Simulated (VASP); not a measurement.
# ZnO (P6_3mc) in VASP: single point with PBE

Aim: the single point of ZnO with PBE.

Everything below comes from runs of VASP 6.6.1. Logs are shortened: lines on timing, memory, paths and dates and some standing lists are left out, and cuts for length are marked.

**1. The cell of the first run**

The structure is hexagonal, space group P6_3mc (No. 186). Conventional cell: a = 3.250 Å, b = 3.250 Å, c = 5.207 Å, α = 90.00°, β = 90.00°, γ = 120.00°. Zn (site symmetry 3m) has 4 O at 1.98 Å within 2.6 Å. Within 2.6 Å of O (site symmetry 3m) lie 4 Zn at 1.98 Å.

**2. Single point, PBE**

The input, INCAR:

```
PREC     = Accurate       # precision mode
ENCUT    = 1340           # plane-wave cutoff, eV
EDIFF    = 1E-6           # SCF threshold, eV
ISMEAR   = 0              # smearing method
SIGMA    = 0.05           # smearing width, eV
LREAL    = F              # projectors in reciprocal space
LASPH    = T              # aspherical terms in the spheres
NELM     = 120            # most SCF steps
ALGO     = Normal         # electronic algorithm
ISIF     = 2              # what is computed and relaxed
LWAVE    = F              # write WAVECAR
LCHARG   = F              # write CHGCAR
GGA      = PE             # functional
NBANDS   = 26             # bands
GGA_COMPAT= F
```

The input, KPOINTS:

```
Automatic mesh
0
Gamma
  8 8 5
```

The input, POSCAR:

```
ZnO
1.0
    3.2499999987      0.0000000000      0.0000000000
   -1.6249999993      2.8145825611      0.0000000000
    0.0000000000      0.0000000000      5.2070000000
Zn O
2 2
Direct
    0.3333333333      0.6666666667      0.0004777308
    0.6666666667      0.3333333333      0.5004777308
    0.3333333333      0.6666666667      0.3815222692
    0.6666666667      0.3333333333      0.8815222692
```

Potentials or basis: VASP PAW PBE potentials, release 64 (Zn, O_h).

On the command line:

```console
$ cat potpaw_PBE.64/Zn/POTCAR potpaw_PBE.64/O_h/POTCAR > POTCAR
$ mpirun -np 1 vasp_std > vasp.out
```

OUTCAR:

```text
PREC = Accurate
   ENCUT = 1340
   EDIFF = 1E-6
   ISMEAR = 0
   LREAL = F
   LASPH = T
   NELM = 120
   ISIF = 2
   GGA = PE

 ion  position               nearest neighbor table
   1  0.333  0.667  0.000-   4 1.98   4 1.98   4 1.98   3 1.98
   2  0.667  0.333  0.500-   3 1.98   3 1.98   3 1.98   4 1.98
   3  0.333  0.667  0.382-   2 1.98   2 1.98   2 1.98   1 1.98
   4  0.667  0.333  0.882-   1 1.98   1 1.98   1 1.98   2 1.98

  LATTYP: Found a hexagonal cell.
 ALAT       =     3.2499999987
 C/A-ratio  =     1.6021538468

  Lattice vectors:

 A1 = (   3.2499999987,   0.0000000000,   0.0000000000)
 A2 = (  -1.6249999993,   2.8145825611,   0.0000000000)
 A3 = (   0.0000000000,   0.0000000000,   5.2070000000)

Analysis of symmetry for initial positions (statically):
=====================================================================
 Subroutine PRICEL returns:
 Original cell was already a primitive cell.

 Routine SETGRP: Setting up the symmetry group for a
 hexagonal supercell.

 Subroutine GETGRP returns: Found 12 space group operations
 (whereof  6 operations were pure point group operations)
 out of a pool of 24 trial point group operations.

The static configuration has the point symmetry C_3v.
 The point group associated with its full space group is C_6v.

Analysis of symmetry for dynamics (positions and initial velocities):
=====================================================================
 Subroutine PRICEL returns:
 Original cell was already a primitive cell.

 Routine SETGRP: Setting up the symmetry group for a
 hexagonal supercell.

 Subroutine GETGRP returns: Found 12 space group operations
 (whereof  6 operations were pure point group operations)
 out of a pool of 24 trial point group operations.

The dynamic configuration has the point symmetry C_3v.
 The point group associated with its full space group is C_6v.

 Subroutine INISYM returns: Found 12 space group operations
 (whereof  6 operations are pure point group operations),
 and found     1 'primitive' translations

----------------------------------------------------------------------------------------

                                     Primitive cell

  volume of cell :      47.6305

  direct lattice vectors                    reciprocal lattice vectors
     3.249999999  0.000000000  0.000000000     0.307692308  0.177646237  0.000000000
    -1.624999999  2.814582561  0.000000000     0.000000000  0.355292473  0.000000000
     0.000000000  0.000000000  5.207000000     0.000000000  0.000000000  0.192049165

  length of vectors
     3.249999999  3.249999999  5.207000000     0.355292473  0.355292473  0.192049165

  position of ions in fractional coordinates (direct lattice)
     0.333333333  0.666666667  0.000477731
     0.666666667  0.333333333  0.500477731
     0.333333333  0.666666667  0.381522269
     0.666666667  0.333333333  0.881522269

  ion indices of the primitive-cell ions
   primitive index   ion index
                 1           1
                 2           2
                 3           3
                 4           4

----------------------------------------------------------------------------------------

 KPOINTS: Automatic mesh

Automatic generation of k-mesh.
 Grid dimensions read from file:
 generate k-points for:    8    8    5

 Generating k-lattice:

  Cartesian coordinates                     Fractional coordinates (reciprocal lattice)
     0.038461538  0.022205780  0.000000000     0.125000000  0.000000000  0.000000000
     0.000000000  0.044411559  0.000000000     0.000000000  0.125000000  0.000000000
     0.000000000  0.000000000  0.038409833     0.000000000  0.000000000  0.200000000

  Length of vectors
     0.044411559  0.044411559  0.038409833

  Shift w.r.t. Gamma in fractional coordinates (k-lattice)
     0.000000000  0.000000000  0.000000000

 Subroutine IBZKPT returns following result:
 ===========================================

 Found     30 irreducible k-points:

 Following reciprocal coordinates:
            Coordinates               Weight
  0.000000  0.000000  0.000000      1.000000
  0.125000 -0.000000  0.000000      6.000000
  0.250000 -0.000000  0.000000      6.000000
  0.375000  0.000000  0.000000      6.000000
  0.500000 -0.000000  0.000000      3.000000
  0.125000  0.125000  0.000000      6.000000
[... 16 lines left out ...]
  0.250000 -0.000000  0.400000     12.000000
  0.375000  0.000000  0.400000     12.000000
 [... further k-points ...]
   k-points           NKPTS =     30   k-points in BZ     NKDIM =     30   number of bands    NBANDS=     26
   number of dos      NEDOS =    301   number of ions     NIONS =      4
   total plane-waves  NPLWV = 102400
   dimension x,y,z NGX =    40 NGY =   40 NGZ =   64
   dimension x,y,z NGXF=    80 NGYF=   80 NGZF=  128
   ions per type =               2   2
   NGX,Y,Z   is equivalent  to a cutoff of  20.46, 20.46, 20.43 a.u.
   NGXF,Y,Z  is equivalent  to a cutoff of  40.92, 40.92, 40.87 a.u.
 SYSTEM =  unknown system
   PREC   = accura    normal or accurate (medium, high low for compatibility)
   ISTART =      0    job   : 0-new  1-cont  2-samecut
   ICHARG =      2    charge: 1-file 2-atom 10-const
   ISPIN  =      1    spin polarized calculation?
   LNONCOLLINEAR =      F non collinear calculations
   LSORBIT =      F    spin-orbit coupling
   LASPH  =      T    aspherical Exc in radial PAW
   ENCUT  = 1340.0 eV  98.49 Ry    9.92 a.u.   9.70  9.70 15.54*2*pi/ulx,y,z
   NELM   =    120;   NELMIN=  2; NELMDL= -5     # of ELM steps
   EDIFF  = 0.1E-05   stopping-criterion for ELM
   LREAL  =      F    real-space projection
   EDIFFG = 0.1E-04   stopping-criterion for IOM
   NSW    =      0    number of steps for IOM
   IBRION =     -1    ionic relax: 0-MD 1-quasi-New 2-CG
   NFREE  =      0    steps in history (QN), initial steepest desc. (CG)
   ISIF   =      2    stress and relaxation
   ISYM   =      2    0-nonsym 1-usesym 2-fastsym
   POTIM  = 0.5000    time-step for ionic-motion
   TEBEG  =    0.0;   TEEND  =   0.0 temperature during run
   PSTRESS=    0.0 pullay stress
   NELECT =      36.0000    total number of electrons
   NUPDOWN=      -1.0000    fix difference up-down
   EMIN   =  10.00;   EMAX   =-10.00  energy-range for DOS
   EFERMI =   0.00;   METHOD = LEGACY
   ISMEAR =     0;   SIGMA  =   0.05  broadening in eV -4-tet -1-fermi 0-gaus
   EFERMI_NEDOS =   21; number of points for ismear=-14 and -15
   IALGO  =     38    algorithm
   IMIX   =      4    mixing-type and parameters
     AMIX     =   0.40;   BMIX     =  1.00
     AMIX_MAG =   1.60;   BMIX_MAG =  1.00
  volume/ion in A,a.u.               =      11.91        80.36
  Fermi-wavevector in a.u.,A,eV,Ry     =   1.491239  2.818034 30.256565  2.223795
  Thomas-Fermi vector in A             =   2.603920
   LORBIT       =      0    0 simple, 1 ext, 2 COOP (PROOUT), +10 PAW based schemes
   GGA     = PE    functional components
   LHFCALC =     F    Hartree Fock is set to
   AEXX    =    0.0000 exact exchange contribution
   IVDW    =     0    specifies the selected vdW correction
   LEPSILON=     F    determine dielectric tensor
   LRPA    =     F    only Hartree local field effects (RPA)
 non-spin polarized calculation
 Gauss-broadening in eV      SIGMA  =   0.05
  energy-cutoff  :     1340.00
  volume of cell :       47.63
 maximum number of plane-waves:      5335
 NGX is ok and might be reduce to    40
   NGX = 19   NGY = 19   NGZ = 31

 number of electron      36.0000002 magnetization

 Free energy of the ion-electron system (eV)
  ---------------------------------------------------
  ext. energy  EPLUGINS =         0.00000000
  ---------------------------------------------------
  free energy    TOTEN  =       -17.83896869 eV

  energy without entropy =      -17.83896869  energy(sigma->0) =      -17.83896869

 E-fermi :   1.7610     XC(G=0): -10.9106

 val. band max:        1.5187070899   @ k =   0.0000   0.0000   0.0000
 cond. band min:       2.3088185361   @ k =   0.0000   0.0000   0.0000
 fundamental gap:      0.7901114462
 Fermi energy:         1.7610094839

 k-point     1 :       0.0000    0.0000    0.0000
  band No.  band energies     occupation
      1     -16.5646      2.00000
      2     -15.8365      2.00000
      3      -4.1773      2.00000
      4      -4.1773      2.00000
      5      -4.1066      2.00000
      6      -4.0914      2.00000
[... 18 lines left out ...]
     25      15.6338      0.00000
     26      15.6338      0.00000

 k-point     2 :       0.1250   -0.0000    0.0000
  band No.  band energies     occupation
      1     -16.4803      2.00000
      2     -15.8000      2.00000
      3      -4.2709      2.00000
      4      -4.1277      2.00000
      5      -4.0625      2.00000
      6      -4.0140      2.00000
[... 18 lines left out ...]
     25      15.7673      0.00000
     26      15.8077      0.00000

 k-point     3 :       0.2500   -0.0000    0.0000
  band No.  band energies     occupation
      1     -16.2629      2.00000
      2     -15.7188      2.00000
      3      -4.4317      2.00000
      4      -4.0862      2.00000
      5      -4.0191      2.00000
      6      -3.8889      2.00000
[... 18 lines left out ...]
     25      14.8635      0.00000
     26      15.7123      0.00000

 k-point     4 :       0.3750    0.0000    0.0000
  band No.  band energies     occupation
      1     -16.0117      2.00000
      2     -15.6607      2.00000
      3      -4.4722      2.00000
      4      -4.1472      2.00000
      5      -3.9365      2.00000
      6      -3.6844      2.00000
[... 18 lines left out ...]
     25      14.8873      0.00000
     26      15.6309      0.00000
[... 496 lines left out ...]
      1     -16.2517      2.00000
      2     -16.0414      2.00000
      3      -4.4163      2.00000
      4      -4.3977      2.00000
      5      -4.0783      2.00000
      6      -4.0733      2.00000
[... 18 lines left out ...]
     25      14.6467      0.00000
     26      14.9903      0.00000

 k-point    23 :       0.2500   -0.0000    0.4000
  band No.  band energies     occupation
      1     -16.0754      2.00000
      2     -15.9070      2.00000
      3      -4.5381      2.00000
      4      -4.4737      2.00000
      5      -3.9409      2.00000
      6      -3.9326      2.00000
[... 18 lines left out ...]
     25      14.9430      0.00000
     26      15.1833      0.00000

 k-point    24 :       0.3750    0.0000    0.4000
  band No.  band energies     occupation
      1     -15.8848      2.00000
      2     -15.7759      2.00000
      3      -4.5946      2.00000
      4      -4.5229      2.00000
      5      -3.8109      2.00000
      6      -3.7478      2.00000
[... 18 lines left out ...]
     25      15.0754      0.00000
     26      15.3086      0.00000

 [... further k-points ...]

------------------------ aborting loop because EDIFF is reached ----------------------------------------

  FORCE on cell =-STRESS in cart. coord.  units (eV):
  Direction    XX          YY          ZZ          XY          YZ          ZX
  --------------------------------------------------------------------------------------
  -------------------------------------------------------------------------------------
  Total        1.6191629      1.6191629      1.8229273      0.0000000      0.0000000      0.0000000
  in kB       54.4648369     54.4648369     61.3189897      0.0000000      0.0000000      0.0000000
  external PRESSURE =      56.7495545 kB  Pullay stress =       0.0000000 kB

 VOLUME and BASIS-vectors are now :
 -----------------------------------------------------------------------------
  energy-cutoff  :     1340.00
  volume of cell :       47.63
      direct lattice vectors                 reciprocal lattice vectors
     3.249999999  0.000000000  0.000000000     0.307692308  0.177646237  0.000000000
    -1.624999999  2.814582561  0.000000000     0.000000000  0.355292473  0.000000000
     0.000000000  0.000000000  5.207000000     0.000000000  0.000000000  0.192049165

 POSITION                                       TOTAL-FORCE (eV/Angst)
 -----------------------------------------------------------------------------------
     -0.00000      1.87639      0.00249         0.000000     -0.000000      0.000323
      1.62500      0.93819      2.60599        -0.000000      0.000000      0.000323
     -0.00000      1.87639      1.98659         0.000000      0.000000     -0.000323
      1.62500      0.93819      4.59009        -0.000000      0.000000     -0.000323
 -----------------------------------------------------------------------------------
    total drift:                               -0.000000      0.000000      0.000207

  FREE ENERGIE OF THE ION-ELECTRON SYSTEM (eV)
  ---------------------------------------------------
  free  energy   TOTEN  =       -17.8389686915 eV

  energy  without entropy=      -17.8389686915  energy(sigma->0) =      -17.83896869
```

It took 3 min on 1 thread of Intel Xeon Platinum 8375C at 2.90GHz (Ice Lake), shared host; peak memory 0.38 GiB.

What came out:

```
Free energy            : -17.8390 eV
Pressure               : 5.7 GPa
Band gap on the k mesh : 0.79 eV
```

Caveat: the cell stands under pressure; semilocal functionals underestimate gaps, and a narrow one can read as zero.
